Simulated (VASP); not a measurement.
Set up this calculation in VASP 6.6.1, as the native input.

```
Task                   : relaxation of cell and atoms
Functional             : LDA
Potentials or basis    : VASP PAW LDA potentials, release 64 (Bi_d)
Cutoff                 : 500 eV
k mesh                 : 8 × 8 × 8
Occupations            : gaussian, width 0.1 eV
Spin                   : no spin polarisation
Target pressure        : 20.2 GPa
Dipole correction      : no
Further INCAR settings : ALGO = Normal; EDIFF = 1e-07; IBRION = 2; EDIFFG = -0.05; NSW = 80; ISIF = 3
```

The structure of Bi lies in POSCAR:

```
Bi
1.0
   -1.8192974160      1.8192974160      1.8192974160
    1.8192974160     -1.8192974160      1.8192974160
    1.8192974160      1.8192974160     -1.8192974160
Bi
1
Direct
    0.0000000000      0.0000000000      0.0000000000
```

These files were run (other wordings do the same):

INCAR

```
PREC = Accurate
ENCUT = 500
EDIFF = 1E-7
ISMEAR = 0
SIGMA = 0.1
LREAL = False
LASPH = True
NELM = 120
ALGO = Normal
ISIF = 3
LWAVE = False
LCHARG = False
IBRION = 2
NSW = 80
EDIFFG = -0.05
PSTRESS = 202.0
GGA_COMPAT = False
NELMIN = 4
```

KPOINTS

```
regular mesh
0
Gamma
  8 8 8
```

Potentials or basis: VASP PAW LDA potentials, release 64 (Bi_d).

Command:

```console
$ cat potpaw_LDA.64/Bi_d/POTCAR > POTCAR
$ mpirun -np 1 vasp_std > vasp.out
```

It gave:

The pressure after relaxing is 20.5 GPa.

Caveat: the relaxation stopped at its first step, so nothing moved; the cell is relaxed towards a set pressure, so the enthalpy falls and the energy may rise.

It took 3.5 s on 1 thread of Intel(R) Xeon(R) Platinum 8488C (Sapphire Rapids), with other jobs on the host, peak memory 0.12 GiB.
